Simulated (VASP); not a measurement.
Write the native input for VASP 6.6.1 that does the following.

```yaml
Task: single point
Functional: PBE
Potentials_or_basis: VASP PAW PBE potentials, release 64 (In_d, Se)
Cutoff: 520 eV
k_mesh: 10 × 10 × 10
Occupations: gaussian, width 0.15 eV
Spin: no spin polarisation
Dipole_correction: no
Further_INCAR_settings: ALGO = Normal; EDIFF = 1e-06; NBANDS = 30
```

The structure of In3Se lies in POSCAR:

```
In3Se
1.0
    4.7904425522      0.0000000000      0.0000000000
    0.0000000000      4.7904425522      0.0000000000
    0.0000000000      0.0000000000      4.9341558288
In Se
3 1
Direct
    0.0000000000      0.5000000000      0.5000000000
    0.5000000000      0.0000000000      0.5000000000
    0.5000000000      0.5000000000      0.0000000000
    0.0000000000      0.0000000000      0.0000000000
```

This cell differs from its parent crystal: strain +0.000 along x and y, +0.030 along z.

The input as run:

INCAR

```
PREC     = Accurate       # precision mode
ENCUT    = 520            # plane-wave cutoff, eV
EDIFF    = 1E-6           # SCF threshold, eV
ISMEAR   = 0              # smearing method
SIGMA    = 0.15           # smearing width, eV
LREAL    = False          # projectors in reciprocal space
LASPH    = True           # aspherical terms in the spheres
NELM     = 80             # most SCF steps
ALGO     = Normal         # electronic algorithm
ISIF     = 2              # what is computed and relaxed
LWAVE    = False          # write WAVECAR
LCHARG   = False          # write CHGCAR
GGA      = PE             # functional
NBANDS   = 30             # bands
```

KPOINTS

```
regular mesh
0
Gamma
  10 10 10
```

Potentials or basis: VASP PAW PBE potentials, release 64 (In_d, Se).

Launch:

```console
$ cat potpaw_PBE.64/In_d/POTCAR potpaw_PBE.64/Se/POTCAR > POTCAR
$ mpirun -np 1 vasp_std > vasp.out
```

Results of the run:

```json
{"Pressure": "-1.0 GPa", "Band gap on the k mesh": "zero (an odd number of electrons rules out a gap without spin polarisation)"}
```

Caveat: the cell differs from its parent crystal (strain +0.000 along x and y, +0.030 along z); spin-orbit coupling is left out, which moves the levels of the heavy elements.

Run time: 110 s on 1 thread of Intel(R) Xeon(R) 6975P-C (Granite Rapids), on a shared host, peak memory 0.47 GiB.
